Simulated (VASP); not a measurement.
Input of a VASP 6.6.1 run:

The input INCAR:

```
PREC = Accurate
ENCUT = 520
EDIFF = 1E-7
ISMEAR = 0
SIGMA = 0.01
LREAL = F
LASPH = T
NELM = 80
ALGO = Normal
ISIF = 2
LWAVE = F
LCHARG = F
GGA = PE
NBANDS = 15
```

KPOINTS

```
regular mesh
0
Gamma
  6 6 6
```

The input POSCAR:

```
RbBr
1.0
    4.1242529966      0.0000000000      0.0000000000
    0.0000000000      4.1242529966      0.0000000000
    0.0000000000      0.0000000000      4.1242529966
Rb Br
1 1
Direct
    0.0000000000      0.0000000000      0.0000000000
    0.5000000000      0.5000000000      0.5000000000
```

Potentials or basis: VASP PAW PBE potentials, release 64 (Rb_sv, Br).

The run is started by

```sh
$ cat potpaw_PBE.64/Rb_sv/POTCAR potpaw_PBE.64/Br/POTCAR > POTCAR
$ mpirun -np 1 vasp_std > vasp.out
```

Task: Predict the band gap on the k mesh.

Result: 4.09 eV, indirect (least direct gap 4.24 eV).

Task: Estimate the pressure.

Result: 0.9 GPa.

A k mesh can miss the band edges. Expect the measured gap to be larger: semilocal functionals such as PBE lack the derivative discontinuity.
